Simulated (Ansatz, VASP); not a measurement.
# One calculation of ZnAu, two programs

```
CELL_PARAMETERS angstrom
3.14851 0.00000 0.00000
0.00000 3.14851 0.00000
0.00000 0.00000 3.19573
ATOMIC_POSITIONS crystal
Zn 0.50000 0.50000 0.50000
Au 0.00000 0.00000 0.00000
```

Change from the starting cell: strain along c alone, the other axes held, atoms relaxed: +1.5 %.

Alike in both runs: task single point; functional r2SCAN; k mesh 16 × 16 × 16; occupations gaussian, width 0.1 eV; no spin polarisation.

```csv
,VASP,Ansatz
version,VASP 6.6.1,Ansatz 0.2.0
potentials or method,"VASP PAW PBE potentials, release 64 (Zn, Au), cutoff 520 eV","scalar-relativistic, plane waves, PAW"
valence electrons in the cell,23,31
```

|  | VASP | Ansatz | Ansatz less VASP |
| --- | --- | --- | --- |
| gap on the k mesh at the Fermi level (eV) | none | none | - |
| pressure (GPa) | -1.6 | -1.9 | -0.31 |
| traceless stress, the component that is largest in VASP (GPa) | -0.04 | -0.11 | -0.073 |

VASP's potentials were made for PBE, not for r2SCAN. A gap of «none» marks a metal or a gap that the smearing closes. The functional is the same, so the differences come from potentials, cutoffs and numerics. VASP's potentials hold 23 valence electrons a cell and Ansatz's 31, so a difference there can come from the potentials and not from the codes.

Spin-orbit coupling is off throughout.
